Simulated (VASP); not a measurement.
A run of VASP 6.6.1:

File INCAR:

```
SYSTEM = CdSe
ALGO     = Normal         ! electronic algorithm
EDIFF    = 1E-6           ! SCF threshold, eV
ENCUT    = 520            ! plane-wave cutoff, eV
GGA      = PE             ! functional
ISIF     = 2              ! what is computed and relaxed
ISMEAR   = 0              ! smearing method
LASPH    = .True.         ! aspherical terms in the spheres
LCHARG   = .False.        ! write CHGCAR
LREAL    = .False.        ! projectors in reciprocal space
LWAVE    = .False.        ! write WAVECAR
NBANDS   = 26             ! bands
NELM     = 80             ! most SCF steps
PREC     = Accurate       ! precision mode
SIGMA    = 0.05           ! smearing width, eV
```

The input KPOINTS:

```
k-points
0
Gamma
  9 9 4
  0 0 0
```

Contents of POSCAR:

```
CdSe
1.0
    4.0835749185      0.0000000000      0.0000000000
   -2.0417874593      3.5364796177      0.0000000000
    0.0000000000      0.0000000000      7.3659600000
Cd Se
2 2
Direct
    0.6666666667      0.3333333333      0.0000000000
    0.3333333333      0.6666666667      0.5000000000
    0.6666666667      0.3333333333      0.3750000000
    0.3333333333      0.6666666667      0.8750000000
```

Potentials or basis: VASP PAW PBE potentials, release 64 (Cd, Se).

The run is started by

```bash
$ cat potpaw_PBE.64/Cd/POTCAR potpaw_PBE.64/Se/POTCAR > POTCAR
$ mpirun -np 1 vasp_std > vasp.out
```

Hardware: 1 thread of Intel(R) Xeon(R) 6975P-C (Granite Rapids), on a shared host.

**Question.** How long does it take, and how much memory?

**Answer.** Wall time 44 s on 1 thread of Intel(R) Xeon(R) 6975P-C (Granite Rapids), with other jobs on the host, peak memory 0.26 GiB. Counts: scf iterations 13, k points 36.
